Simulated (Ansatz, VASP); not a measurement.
Sc in VASP and in Ansatz

File INCAR:

```
PREC = Accurate
ENCUT = 520
EDIFF = 1E-6
ISMEAR = 0
SIGMA = 0.1
LREAL = F
LASPH = T
NELM = 80
ALGO = Fast
ISIF = 2
LWAVE = F
LCHARG = F
GGA = PE
NBANDS = 12
```

The input KPOINTS:

```
Automatic mesh
0
Gamma
  6 6 6
```

File POSCAR:

```
Sc
1.0
    2.9696679687      0.0000000000      0.0000000000
    0.0000000000      2.9696679687      0.0000000000
    0.0000000000      0.0000000000      2.9696679687
Sc
1
Direct
    0.0000000000      0.0000000000      0.0000000000
```

Input for Ansatz:

```yaml
crystal:
  lattice:
    - [2.9696679687, 0.0, 0.0]
    - [0.0, 2.9696679687, 0.0]
    - [0.0, 0.0, 2.9696679687]
  atoms:
    - { symbol: Sc, position: [0.0, 0.0, 0.0] }
basis:
  ecutwfc: 420
kpoints:
  mp_grid: { grid: [6, 6, 6] }
hamiltonian:
  xc: pbe
scf:
  occupations: { method: gaussian, width: 0.1 }
  lower_state_search: "off"
output:
  forces: true
  stress: true
  eigenvalues: true
```

Alike in both runs: task single point; functional PBE; k mesh 6 × 6 × 6; occupations gaussian, width 0.1 eV; no spin polarisation.

|  | VASP | Ansatz |
| --- | --- | --- |
| version | VASP 6.6.1 | Ansatz 0.2.0 |
| potentials or method | VASP PAW PBE potentials, release 64 (Sc_sv), cutoff 520 eV | scalar-relativistic, plane waves, PAW |
| valence electrons in the cell | 11 | 11 |

|  | VASP | Ansatz | Ansatz less VASP |
| --- | --- | --- | --- |
| gap on the k mesh at the Fermi level (eV) | none | none | - |
| pressure (GPa) | 0.0 | -0.1 | -0.04 |

A gap of «none» marks a metal or a gap that the smearing closes.
